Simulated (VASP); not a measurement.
Input of a VASP 6.6.1 run:

The input INCAR:

```
PREC     = Accurate       # precision mode
ENCUT    = 520            # plane-wave cutoff, eV
EDIFF    = 1E-7           # SCF threshold, eV
ISMEAR   = 0              # smearing method
SIGMA    = 0.03           # smearing width, eV
LREAL    = False          # projectors in reciprocal space
LASPH    = True           # aspherical terms in the spheres
NELM     = 80             # most SCF steps
ALGO     = Normal         # electronic algorithm
ISIF     = 2              # what is computed and relaxed
LWAVE    = False          # write WAVECAR
LCHARG   = True           # write CHGCAR
GGA      = PE             # functional
IVDW     = 12             # dispersion correction
LELF     = True           # ELF
LVHAR    = True         
NBANDS   = 11             # bands
```

File KPOINTS:

```
Automatic mesh
0
Gamma
  18 18 18
```

Contents of POSCAR:

```
C
1.0
    0.0000000000      2.1080185819      3.2072176253
    1.1636068935      0.0000000000      3.2072176253
    1.1636068935      2.1080185819      0.0000000000
C
2
Direct
    0.1666966007      0.8333033993      0.1666966007
    0.8333033993      0.1666966007      0.8333033993
```

Potentials or basis: VASP PAW PBE potentials, release 64 (C).

Run with:

```sh
$ cat potpaw_PBE.64/C/POTCAR > POTCAR
$ mpirun -np 1 vasp_std > vasp.out
```

What does it give for the pressure?

39.7 GPa.

Estimate the largest force.

0.888 eV/Å.

Forces on the atoms (eV/Å):
```
C    0.000 -0.888  0.000
C    0.000  0.888  0.000
```

Caveat: the stress differs along the axes, from 3 to 85 GPa.
